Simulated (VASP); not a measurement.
Runs of VASP 6.6.1 on SrO. The structure is that of space group Fm-3m (No. 225), or close to it. The cells are those of the table. 

| task | level | spin | cell | cutoff (eV) | smearing | gap on the mesh (eV) | pressure (GPa) |
| --- | --- | --- | --- | --- | --- | --- | --- |
| dielectric tensor | r2SCAN | off | a = 3.649 Å, angles 60.0°, 2 atoms | 520 | gaussian 0.01 eV | 3.75 | - |
| relaxation of cell and atoms | r2SCAN | off | relaxed from a = 3.673 Å, angles 60.0°, 2 atoms | 600 | fermi-dirac 0.02 eV | 3.75 | 0.0 |
| single point | PBE | non-collinear, zero start, SOC | a = 3.649 Å, angles 60.0°, 2 atoms | 520 | gaussian 0.01 eV | - | 2.4 |
| single point | PBE | off | a = 3.673 Å, angles 60.0°, 2 atoms | 520 | fermi-dirac 0.02 eV | (a) | 0.5 |
| single point | r2SCAN | off | a = 3.649 Å, angles 60.0°, 2 atoms | 520 | fermi-dirac 0.02 eV | 3.75 | 0.5 |

Alike in all rows: potentials or basis VASP PAW PBE potentials, release 64 (Sr_sv, O); k mesh 8 × 8 × 8.

Estimate the missing entries.

(a) 3.28.

Caveats: the PAW data sets were made with another functional, which shifts forces and pressure a little (at least some runs).

A k mesh can miss the band edges, and rows without SOC leave out spin-orbit coupling on Sr.
